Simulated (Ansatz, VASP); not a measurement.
TiPt3 in VASP and in Ansatz

INCAR

```
PREC     = Accurate       # precision mode
ENCUT    = 520            # plane-wave cutoff, eV
EDIFF    = 1E-6           # SCF threshold, eV
ISMEAR   = -1             # smearing method
SIGMA    = 0.1            # smearing width, eV
LREAL    = False          # projectors in reciprocal space
LASPH    = True           # aspherical terms in the spheres
NELM     = 60             # most SCF steps
ALGO     = Normal         # electronic algorithm
ISIF     = 2              # what is computed and relaxed
LWAVE    = False          # write WAVECAR
LCHARG   = True           # write CHGCAR
GGA      = PE             # functional
LELF     = True           # ELF
LVHAR    = True         
NBANDS   = 29             # bands
```

File KPOINTS:

```
Automatic mesh
0
Gamma
  9 9 9
```

POSCAR

```
TiPt3
1.0
    3.9097780000      0.0000000000      0.0000000000
    0.0000000000      3.9097780000      0.0000000000
    0.0000000000      0.0000000000      3.9097780000
Ti Pt
1 3
Direct
    0.0000000000      0.0000000000      0.0000000000
    0.0000000000      0.5000000000      0.5000000000
    0.5000000000      0.0000000000      0.5000000000
    0.5000000000      0.5000000000      0.0000000000
```

Input for Ansatz:

```yaml
crystal:
  lattice:
    - [3.909778, 0.0, 0.0]
    - [0.0, 3.909778, 0.0]
    - [0.0, 0.0, 3.909778]
  atoms:
    - { symbol: Ti, position: [0.0, 0.0, 0.0] }
    - { symbol: Pt, position: [0.0, 0.5, 0.5] }
    - { symbol: Pt, position: [0.5, 0.0, 0.5] }
    - { symbol: Pt, position: [0.5, 0.5, 0.0] }
  symmetry: { tolerance: 0.0003 }
kpoints:
  mp_grid: { grid: [9, 9, 9], shift: [0, 0, 0] }
  band_path:
    path:
      - [0.0, 0.0, 0.0]
      - [0.0, 0.5, 0.0]
      - [0.5, 0.5, 0.0]
      - [0.0, 0.0, 0.0]
      - [0.5, 0.5, 0.5]
      - [0.0, 0.5, 0.0]
      - [0.5, 0.5, 0.5]
      - [0.5, 0.5, 0.0]
    npoints: 20
magnetization:
  spin_polarized: false
scf:
  occupations: { method: fermi_dirac }
  lower_state_search: "off"
  max_iter: 200
hamiltonian:
  pseudopotentials: { kind: paw }
  xc: pbe
basis:
  ecutwfc: 420
  fft_grid_basis: typed
output:
  forces: true
  stress: true
  eigenvalues: true
  bader: true
  populations: true
  elf: true
  write_potential: true
  volumetric_format: npy
  dos:
    e_range: [-12, 8]
    de: 0.05
    projected: { site_lists: { Pt: [Pt], Ti: [Ti] } }
  write_density: true
checkpoint:
  read: saved_state
```

Alike in both runs: task single point; functional PBE; k mesh 9 × 9 × 9; no spin polarisation.

|  | VASP | Ansatz |
| --- | --- | --- |
| version | VASP 6.6.1 | Ansatz 0.2.0 |
| potentials or method | VASP PAW PBE potentials, release 64 (Ti_sv, Pt), cutoff 520 eV | PAW plane waves |
| occupations | fermi-dirac, width 0.1 eV | fermi-dirac |
| valence electrons in the cell | 42 | 66 |

VASP gave:

| Item | Value |
| --- | --- |
| pressure (GPa) | 7.1 |

What did Ansatz give for the same quantities?

Pressure (GPa): 7.4.

VASP's potentials hold 42 valence electrons a cell and Ansatz's 66, so a difference there can come from the potentials and not from the codes.

Spin-orbit coupling is off throughout.
